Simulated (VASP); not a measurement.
# SrO: relaxation of cell and atoms with PBE

The system is SrO.

```
CELL_PARAMETERS angstrom
3.55329 0.00000 0.00000
-1.77664 3.07724 0.00000
0.00000 0.00000 6.21730
ATOMIC_POSITIONS crystal
Sr 0.33333 0.66667 0.25000
Sr 0.66667 0.33333 0.75000
O 0.00000 0.00000 0.00000
O 0.00000 0.00000 0.50000
```

```json
{
  "Program": "VASP 6.6.1",
  "Task": "relaxation of cell and atoms",
  "Functional": "PBE",
  "Potentials or basis": "VASP PAW PBE potentials, release 64 (Sr_sv, O)",
  "Cutoff": "600 eV",
  "k mesh": "9 × 9 × 4",
  "Occupations": "gaussian, width 0.02 eV",
  "Spin": "no spin polarisation",
  "Dipole correction": "no",
  "Further INCAR settings": "ALGO = Normal; EDIFF = 1e-06; IBRION = 2; EDIFFG = -0.005; NSW = 100; ISIF = 3"
}
```

```
Relaxed volume                         : 17.39 Å³/atom
Relaxed cell                           : a = 3.585 Å, b = 3.585 Å, c = 6.253 Å, α = 90.00°, β = 90.00°, γ = 120.00°
Space group after relaxing (to 0.05 Å) : P6_3/mmc (No. 194)
Energy gained by relaxing              : 2.3 meV/atom
Ionic steps                            : 6
Pressure after relaxing                : 0.0 GPa
Band gap on the k mesh                 : 2.94 eV, direct
```

Step by step:
```
step  energy change (eV)  largest force (eV/Å)  pressure (GPa)  volume (Å³)
   1              0.0000                0.0000            1.93        67.98
   2             -0.0084                0.0000           -0.55        70.02
   3             -0.0092                0.0000           -0.01        69.54
   4             -0.0092                0.0000           -0.02        69.57
   5             -0.0093                0.0000           -0.04        69.58
   6             -0.0093                0.0000           -0.03        69.58
```

Final structure:
```xyz
4
Lattice="3.5846 0.0000 0.0000 -1.7923 3.1043 0.0000 0.0000 0.0000 6.2528" Properties=species:S:1:pos:R:3 pbc="T T T"
Sr    0.0000    2.0695    1.5632
Sr    1.7923    1.0348    4.6896
O     0.0000    0.0000    0.0000
O     0.0000    0.0000    3.1264
```

Levels at points of the mesh, in eV from the valence-band top:
```csv
k point,band 13,band 14,band 15,band 16,band 17,band 18,band 19,band 20
"(0.00, 0.00, 0.00)",-1.01,-0.76,-0.76,0.00,2.94,4.95,5.11,6.11
"(0.00, 0.00, 0.50)",-0.91,-0.91,-0.91,-0.91,4.56,4.56,5.85,5.85
```

It took 3.5 min on 1 thread of Intel(R) Xeon(R) Platinum 8259CL CPU @ 2.50GHz (Skylake/Cascade Lake), with other jobs on the host, peak memory 0.23 GiB.

A k mesh can miss the band edges. Expect the measured gap to be larger: semilocal functionals such as PBE lack the derivative discontinuity.
